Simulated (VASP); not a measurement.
# Rb (P6_3/mmc) in VASP: relaxation of cell and atoms with PBE

Aim: the relaxation of cell and atoms of Rb with PBE.

Everything below comes from runs of VASP 6.6.1. Logs are shortened: lines on timing, memory, paths and dates and some standing lists are left out, and cuts for length are marked.

## Step 1: The cell of the first run

Symmetry: P6_3/mmc, No. 194, hexagonal system. Conventional cell: a = 4.026 Å, b = 4.026 Å, c = 6.594 Å, α = 90.00°, β = 90.00°, γ = 120.00°. Rb (site symmetry -6m2) has 12 Rb at 4.03 Å within 5.3 Å.

## Step 2: Relaxation of cell and atoms, PBE, target pressure 6.2 GPa, at which the enthalpy is minimised

Contents of INCAR:

```
PREC = Accurate
ENCUT = 600
EDIFF = 1E-6
ISMEAR = -1
SIGMA = 0.1
LREAL = F
LASPH = T
NELM = 60
ALGO = Normal
ISIF = 3
LWAVE = F
LCHARG = F
GGA = PE
IBRION = 2
NSW = 32
EDIFFG = -0.005
PSTRESS = 62.0
```

Contents of KPOINTS:

```
regular mesh
0
Gamma
  11 11 6
```

Contents of POSCAR:

```
Rb
1.0
    4.0256466808      0.0000000000      0.0000000000
   -2.0128233404      3.4863122922      0.0000000000
    0.0000000000      0.0000000000      6.5938873331
Rb
2
Direct
    0.3333333333      0.6666666667      0.2500000000
    0.6666666667      0.3333333333      0.7500000000
```

Potentials or basis: VASP PAW PBE potentials, release 64 (Rb_sv).

Command:

```bash
cat potpaw_PBE.64/Rb_sv/POTCAR > POTCAR
mpirun -np 1 vasp_std > vasp.out
```

OUTCAR:

```text
PREC = Accurate
   ENCUT = 600
   EDIFF = 1E-6
   ISMEAR = -1
   LREAL = F
   LASPH = T
   NELM = 60
   ISIF = 3
   GGA = PE
   IBRION = 2
   NSW = 32
   EDIFFG = -0.005
   PSTRESS = 62.0

 ion  position               nearest neighbor table
   1  0.333  0.667  0.250-   2 4.03   2 4.03   2 4.03   2 4.03   2 4.03   2 4.03   2 5.70   2 5.70
                             2 5.70   2 5.70   2 5.70   2 5.70
   2  0.667  0.333  0.750-   1 4.03   1 4.03   1 4.03   1 4.03   1 4.03   1 4.03   1 5.70   1 5.70
                             1 5.70   1 5.70   1 5.70   1 5.70

  LATTYP: Found a hexagonal cell.
 ALAT       =     4.0256466808
 C/A-ratio  =     1.6379697117

  Lattice vectors:

 A1 = (   4.0256466808,   0.0000000000,   0.0000000000)
 A2 = (  -2.0128233404,   3.4863122922,   0.0000000000)
 A3 = (   0.0000000000,   0.0000000000,   6.5938873331)

Analysis of symmetry for initial positions (statically):
=====================================================================
 Subroutine PRICEL returns:
 Original cell was already a primitive cell.

 Routine SETGRP: Setting up the symmetry group for a
 hexagonal supercell.

 Subroutine GETGRP returns: Found 24 space group operations
 (whereof 12 operations were pure point group operations)
 out of a pool of 24 trial point group operations.

The static configuration has the point symmetry D_3d.
 The point group associated with its full space group is D_6h.

Analysis of symmetry for dynamics (positions and initial velocities):
=====================================================================
 Subroutine PRICEL returns:
 Original cell was already a primitive cell.

 Routine SETGRP: Setting up the symmetry group for a
 hexagonal supercell.

 Subroutine GETGRP returns: Found 24 space group operations
 (whereof 12 operations were pure point group operations)
 out of a pool of 24 trial point group operations.

The dynamic configuration has the point symmetry D_3d.
 The point group associated with its full space group is D_6h.

 Subroutine INISYM returns: Found 24 space group operations
 (whereof 12 operations are pure point group operations),
 and found     1 'primitive' translations

----------------------------------------------------------------------------------------

                                     Primitive cell

  volume of cell :      92.5430

  direct lattice vectors                    reciprocal lattice vectors
     4.025646681  0.000000000  0.000000000     0.248407294  0.143418018  0.000000000
    -2.012823340  3.486312292  0.000000000     0.000000000  0.286836037  0.000000000
     0.000000000  0.000000000  6.593887333     0.000000000  0.000000000  0.151655609

  length of vectors
     4.025646681  4.025646681  6.593887333     0.286836037  0.286836037  0.151655609

  position of ions in fractional coordinates (direct lattice)
     0.333333333  0.666666667  0.250000000
     0.666666667  0.333333333  0.750000000

  ion indices of the primitive-cell ions
   primitive index   ion index
                 1           1
                 2           2

----------------------------------------------------------------------------------------

 KPOINTS: regular mesh

Automatic generation of k-mesh.
 Grid dimensions read from file:
 generate k-points for:   11   11    6

 Generating k-lattice:

  Cartesian coordinates                     Fractional coordinates (reciprocal lattice)
     0.022582481  0.013038002  0.000000000     0.090909091  0.000000000  0.000000000
     0.000000000  0.026076003  0.000000000     0.000000000  0.090909091  0.000000000
     0.000000000  0.000000000  0.025275935     0.000000000  0.000000000  0.166666667

  Length of vectors
     0.026076003  0.026076003  0.025275935

  Shift w.r.t. Gamma in fractional coordinates (k-lattice)
     0.000000000  0.000000000  0.000000000

 Subroutine IBZKPT returns following result:
 ===========================================

 Found     64 irreducible k-points:

 Following reciprocal coordinates:
            Coordinates               Weight
  0.000000  0.000000  0.000000      1.000000
  0.090909 -0.000000  0.000000      6.000000
  0.181818  0.000000  0.000000      6.000000
  0.272727  0.000000  0.000000      6.000000
  0.363636  0.000000  0.000000      6.000000
  0.454545  0.000000  0.000000      6.000000
[... 16 lines left out ...]
  0.090909  0.090909  0.166667     12.000000
  0.181818  0.090909  0.166667     24.000000
 [... further k-points ...]
   k-points           NKPTS =     64   k-points in BZ     NKDIM =     64   number of bands    NBANDS=     13
   number of dos      NEDOS =    301   number of ions     NIONS =      2
   total plane-waves  NPLWV =  55296
   dimension x,y,z NGX =    32 NGY =   32 NGZ =   54
   dimension x,y,z NGXF=    64 NGYF=   64 NGZF=  108
   ions per type =               2
   NGX,Y,Z   is equivalent  to a cutoff of  13.21, 13.21, 13.61 a.u.
   NGXF,Y,Z  is equivalent  to a cutoff of  26.43, 26.43, 27.23 a.u.
 SYSTEM =  unknown system
   PREC   = accura    normal or accurate (medium, high low for compatibility)
   ISTART =      0    job   : 0-new  1-cont  2-samecut
   ICHARG =      2    charge: 1-file 2-atom 10-const
   ISPIN  =      1    spin polarized calculation?
   LNONCOLLINEAR =      F non collinear calculations
   LSORBIT =      F    spin-orbit coupling
   LASPH  =      T    aspherical Exc in radial PAW
   ENCUT  =  600.0 eV  44.10 Ry    6.64 a.u.   8.04  8.04 13.17*2*pi/ulx,y,z
   NELM   =     60;   NELMIN=  2; NELMDL= -5     # of ELM steps
   EDIFF  = 0.1E-05   stopping-criterion for ELM
   LREAL  =      F    real-space projection
   EDIFFG = -.5E-02   stopping-criterion for IOM
   NSW    =     32    number of steps for IOM
   IBRION =      2    ionic relax: 0-MD 1-quasi-New 2-CG
   NFREE  =      1    steps in history (QN), initial steepest desc. (CG)
   ISIF   =      3    stress and relaxation
   ISYM   =      2    0-nonsym 1-usesym 2-fastsym
   POTIM  = 0.5000    time-step for ionic-motion
   TEBEG  =    0.0;   TEEND  =   0.0 temperature during run
   PSTRESS=   62.0 pullay stress
   NELECT =      18.0000    total number of electrons
   NUPDOWN=      -1.0000    fix difference up-down
   EMIN   =  10.00;   EMAX   =-10.00  energy-range for DOS
   EFERMI =   0.00;   METHOD = LEGACY
   ISMEAR =    -1;   SIGMA  =   0.10  broadening in eV -4-tet -1-fermi 0-gaus
   EFERMI_NEDOS =   21; number of points for ismear=-14 and -15
   IALGO  =     38    algorithm
   IMIX   =      4    mixing-type and parameters
     AMIX     =   0.40;   BMIX     =  1.00
     AMIX_MAG =   1.60;   BMIX_MAG =  1.00
  volume/ion in A,a.u.               =      46.27       312.26
  Fermi-wavevector in a.u.,A,eV,Ry     =   0.948530  1.792462 12.241292  0.899710
  Thomas-Fermi vector in A             =   2.076727
   LORBIT       =      0    0 simple, 1 ext, 2 COOP (PROOUT), +10 PAW based schemes
   GGA     = PE    functional components
   LHFCALC =     F    Hartree Fock is set to
   AEXX    =    0.0000 exact exchange contribution
   IVDW    =     0    specifies the selected vdW correction
   LEPSILON=     F    determine dielectric tensor
   LRPA    =     F    only Hartree local field effects (RPA)
 conjugate gradient relaxation of ions
 non-spin polarized calculation
  energy-cutoff  :      600.00
  volume of cell :       92.54
 maximum number of plane-waves:      3110
   NGX = 17   NGY = 17   NGZ = 27

 number of electron      18.0000000 magnetization

 Free energy of the ion-electron system (eV)
  ---------------------------------------------------
  ext. energy  EPLUGINS =         0.00000000
  ---------------------------------------------------
  free energy    TOTEN  =        -0.84742332 eV

  energy without entropy =       -0.78661161  energy(sigma->0) =       -0.81701746

 E-fermi :   2.2214     XC(G=0):  -7.4160

 val. band max:        2.1929386483   @ k =   0.0909  -0.0000   0.0000
 cond. band min:       2.2491618124   @ k =   0.0909   0.0909   0.1667
 fundamental gap:      0.0562231641
 Fermi energy:         2.2213878971

 k-point     1 :       0.0000    0.0000    0.0000
  band No.  band energies     occupation
      1     -26.7337      2.00000
      2     -26.6573      2.00000
      3     -11.2729      2.00000
      4     -10.5891      2.00000
      5     -10.5891      2.00000
      6     -10.4980      2.00000
      7     -10.4975      2.00000
      8     -10.4975      2.00000
      9      -0.6803      2.00000
     10       2.0211      1.76213
     11       3.8478      0.00000
     12       6.0632      0.00000
     13       6.0828      0.00000

 k-point     2 :       0.0909   -0.0000    0.0000
  band No.  band energies     occupation
      1     -26.7283      2.00000
      2     -26.6546      2.00000
      3     -11.2519      2.00000
      4     -10.6394      2.00000
      5     -10.6043      2.00000
      6     -10.5506      2.00000
      7     -10.5047      2.00000
      8     -10.5039      2.00000
      9      -0.5129      2.00000
     10       2.1929      1.14129
     11       3.7718      0.00000
     12       5.5049      0.00000
     13       6.2203      0.00000

 k-point     3 :       0.1818    0.0000    0.0000
  band No.  band energies     occupation
      1     -26.7134      2.00000
      2     -26.6476      2.00000
      3     -11.1924      2.00000
      4     -10.7743      2.00000
      5     -10.6850      2.00000
      6     -10.6431      2.00000
      7     -10.5258      2.00000
      8     -10.5226      2.00000
      9      -0.0443      2.00000
     10       2.6485      0.02753
     11       3.5731      0.00000
     12       4.7838      0.00000
     13       5.7777      0.00000

 k-point     4 :       0.2727    0.0000    0.0000
  band No.  band energies     occupation
      1     -26.6928      2.00000
      2     -26.6393      2.00000
      3     -11.1046      2.00000
      4     -10.9494      2.00000
      5     -10.8465      2.00000
      6     -10.6910      2.00000
      7     -10.5626      2.00000
      8     -10.5490      2.00000
      9       0.6357      2.00000
     10       3.1308      0.00022
     11       3.3196      0.00003
     12       4.2022      0.00000
     13       5.3306      0.00000

 k-point     5 :       0.3636    0.0000    0.0000
  band No.  band energies     occupation
      1     -26.6723      2.00000
      2     -26.6332      2.00000
      3     -11.1064      2.00000
      4     -11.0062      2.00000
      5     -10.9848      2.00000
      6     -10.7331      2.00000
      7     -10.6136      2.00000
      8     -10.5743      2.00000
      9       1.4000      1.99946
     10       3.0888      0.00034
     11       3.1160      0.00026
     12       3.9304      0.00000
     13       5.2776      0.00000
[... 257 lines left out ...]
 k-point    22 :       0.4545    0.0000    0.1667
  band No.  band energies     occupation
      1     -26.6564      2.00000
      2     -26.6332      2.00000
      3     -11.2205      2.00000
      4     -11.0999      2.00000
      5     -10.8753      2.00000
      6     -10.7465      2.00000
      7     -10.6521      2.00000
      8     -10.6012      2.00000
      9       2.0300      1.74301
     10       2.6192      0.03675
     11       3.2283      0.00008
     12       3.7984      0.00000
     13       4.9975      0.00000

 k-point    23 :       0.0909    0.0909    0.1667
  band No.  band energies     occupation
      1     -26.7136      2.00000
      2     -26.6544      2.00000
      3     -11.1752      2.00000
      4     -10.7078      2.00000
      5     -10.6950      2.00000
      6     -10.6162      2.00000
      7     -10.5354      2.00000
      8     -10.5320      2.00000
      9      -0.0511      2.00000
     10       2.2492      0.86202
     11       3.7524      0.00000
     12       5.0274      0.00000
     13       5.9534      0.00000

 k-point    24 :       0.1818    0.0909    0.1667
  band No.  band energies     occupation
      1     -26.6965      2.00000
      2     -26.6460      2.00000
      3     -11.1214      2.00000
      4     -10.8543      2.00000
      5     -10.8142      2.00000
      6     -10.6674      2.00000
      7     -10.5694      2.00000
      8     -10.5547      2.00000
      9       0.5069      2.00000
     10       2.6736      0.02150
     11       3.6154      0.00000
     12       4.4161      0.00000
     13       5.5151      0.00000

 [... further k-points ...]
[... 5 lines left out ...]
  --------------------------------------------------------------------------------------
  -------------------------------------------------------------------------------------
  Total        3.5725269      3.5725269      3.5816595     -0.0000000     -0.0000000      0.0000000
  in kB       61.8504155     61.8504155     62.0085268     -0.0000000     -0.0000000      0.0000000
  external PRESSURE =      -0.0968808 kB  Pullay stress =      62.0000000 kB

 VOLUME and BASIS-vectors are now :
 -----------------------------------------------------------------------------
  energy-cutoff  :      600.00
  volume of cell :       92.54
      direct lattice vectors                 reciprocal lattice vectors
     4.025646681  0.000000000  0.000000000     0.248407294  0.143418018  0.000000000
    -2.012823340  3.486312292  0.000000000     0.000000000  0.286836037  0.000000000
     0.000000000  0.000000000  6.593887333     0.000000000  0.000000000  0.151655609

 POSITION                                       TOTAL-FORCE (eV/Angst)
 -----------------------------------------------------------------------------------
     -0.00000      2.32421      1.64847         0.000000     -0.000000      0.000000
      2.01282      1.16210      4.94542        -0.000000      0.000000      0.000000
 -----------------------------------------------------------------------------------
    total drift:                               -0.000000      0.000000     -0.000000

  FREE ENERGIE OF THE ION-ELECTRON SYSTEM (eV)
  ---------------------------------------------------
  free  energy   TOTEN  =        -0.8474233181 eV

  energy  without entropy=       -0.7866116117  energy(sigma->0) =       -0.81701746

  enthalpy is  TOTEN    =         2.7337436666 eV   P V=        3.5811669846

 reached required accuracy - stopping structural energy minimisation
```

Wall time 1.9 min (1 thread of Oxide Virtual Turin-like, shared host); peak memory 0.23 GiB.

What came out:

- Free energy: -0.8474 eV
- Pressure after relaxing: 6.2 GPa
- Band gap on the k mesh: zero (band 9 reaches 3.09 eV, above the bottom of band 10 at 0.55 eV)

Final structure:
```cif
data_structure
_symmetry_space_group_name_H-M 'P 1'
_symmetry_Int_Tables_number 1
_cell_length_a 4.0256
_cell_length_b 4.0256
_cell_length_c 6.5939
_cell_angle_alpha 90.000
_cell_angle_beta 90.000
_cell_angle_gamma 120.000
_cell_volume 92.54
loop_
_atom_site_label
_atom_site_type_symbol
_atom_site_fract_x
_atom_site_fract_y
_atom_site_fract_z
_atom_site_occupancy
Rb1 Rb 0.33333 0.66667 0.25000 1
Rb2 Rb 0.66667 0.33333 0.75000 1
```

Caveat: the relaxation stopped at its first step, so nothing moved; the cell is relaxed towards a set pressure, so the enthalpy falls and the energy may rise.
